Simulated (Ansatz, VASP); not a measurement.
# Two plane-wave programs on Sr

Contents of INCAR:

```
SYSTEM = Sr
PREC = Accurate ; ENCUT = 520
EDIFF = 1E-6 ; ISMEAR = 0
SIGMA = 0.15 ; LREAL = .FALSE.
LASPH = .TRUE. ; NELM = 80
ALGO = Fast ; ISIF = 2
LWAVE = .FALSE. ; LCHARG = .FALSE.
GGA = PS ; NBANDS = 17
```

Contents of KPOINTS:

```
Automatic mesh
0
G
  12 12 8
  0 0 0
```

File POSCAR:

```
Sr
1.0
    4.8027445078      0.0000000000      0.0000000000
   -2.4013722539      3.3601321792      0.0000000000
    0.0000000000      0.0000000000      6.3970297469
Sr
2
Direct
    0.3333333333      0.6666666667      0.2500000000
    0.6666666667      0.3333333333      0.7500000000
```

Input for Ansatz:

```yaml
crystal:
  lattice:
    - [4.8027445078, 0.0, 0.0]
    - [-2.4013722539, 3.3601321792, 0.0]
    - [0.0, 0.0, 6.3970297469]
  atoms:
    - { symbol: Sr, position: [0.3333333333, 0.6666666667, 0.25] }
    - { symbol: Sr, position: [0.6666666667, 0.3333333333, 0.75] }
basis:
  ecutwfc: 420
kpoints:
  mp_grid: { grid: [12, 12, 8] }
hamiltonian:
  xc: pbesol
  pseudopotentials: { kind: paw }
scf:
  occupations: { method: gaussian, width: 0.15 }
output:
  forces: true
  stress: true
  eigenvalues: true
```

Change from the starting cell: strain +e along x and -e along y +0.1100, strain +e along z and -e/2 along x and y -0.0700.

Alike in both runs: task single point; functional PBEsol; k mesh 12 × 12 × 8; occupations gaussian, width 0.15 eV; no spin polarisation.

|  | VASP | Ansatz |
| --- | --- | --- |
| version | VASP 6.6.1 | Ansatz 0.2.0 |
| potentials or method | VASP PAW PBE potentials, release 64 (Sr_sv), cutoff 520 eV | scalar-relativistic, plane waves, PAW |
| valence electrons in the cell | 20 | 20 |

Ansatz gave:

* gap on the k mesh at the Fermi level (eV): none
* pressure (GPa): 0.3
* traceless stress, the component that is largest in VASP (GPa): -1.71
* rms of the force components (eV/Å): 0.173

**Question.** Estimate VASP's values.

**Answer.** gap on the k mesh at the Fermi level (eV): none; pressure (GPa): 0.3; traceless stress, the component that is largest in VASP (GPa): -1.71; rms of the force components (eV/Å): 0.174.

VASP's potentials were made for PBE, not for PBEsol. Atom by atom the forces differ by 0.001 eV/Å (rms over components). A gap of «none» marks a metal or a gap that the smearing closes. With one functional, cell and mesh, what is left measures potentials, basis and numerics.
